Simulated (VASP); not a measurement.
Input of a VASP 6.6.1 run:

File INCAR:

```
PREC = Accurate ; ENCUT = 520
EDIFF = 1E-8 ; ISMEAR = -1
SIGMA = 0.01 ; LREAL = F
LASPH = T ; NELM = 80
ALGO = Normal ; ISIF = 2
LWAVE = F ; LCHARG = F
GGA = PE ; LEFG = T
NBANDS = 55
```

Contents of KPOINTS:

```
Automatic mesh
0
Gamma
  7 7 7
```

File POSCAR:

```
Ga2O3
1.0
    2.4986991939      1.4426246522      4.4835497685
   -2.4986991939      1.4426246522      4.4835497685
    0.0000000000     -2.8852493044      4.4835497685
Ga O
4 6
Direct
    0.8555855800      0.8555855800      0.8555855800
    0.6444144200      0.6444144200      0.6444144200
    0.1444144200      0.1444144200      0.1444144200
    0.3555855800      0.3555855800      0.3555855800
    0.7500000000      0.4468328200      0.0531671800
    0.4468328200      0.0531671800      0.7500000000
    0.0531671800      0.7500000000      0.4468328200
    0.2500000000      0.5531671800      0.9468328200
    0.9468328200      0.2500000000      0.5531671800
    0.5531671800      0.9468328200      0.2500000000
```

Potentials or basis: VASP PAW PBE potentials, release 64 (Ga_d, O).

The run is started by

```sh
$ cat potpaw_PBE.64/Ga_d/POTCAR potpaw_PBE.64/O/POTCAR > POTCAR
$ mpirun -np 1 vasp_std > vasp.out
```

Q: Predict the largest force.

A: 0.066 eV/Å.

Q: Predict the band gap on the k mesh.

A: 2.79 eV, indirect (least direct gap 3.03 eV).

Q: Predict the pressure.

A: 9.0 GPa.

Stress tensor (GPa, compression positive):
```
9.23 0.00 0.00
0.00 9.23 0.00
0.00 0.00 8.52
```

Caveat: without QUAD_EFG the Cq values of the log hold for a quadrupole moment of 1 mb, not for the nuclei. A k mesh can miss the band edges.
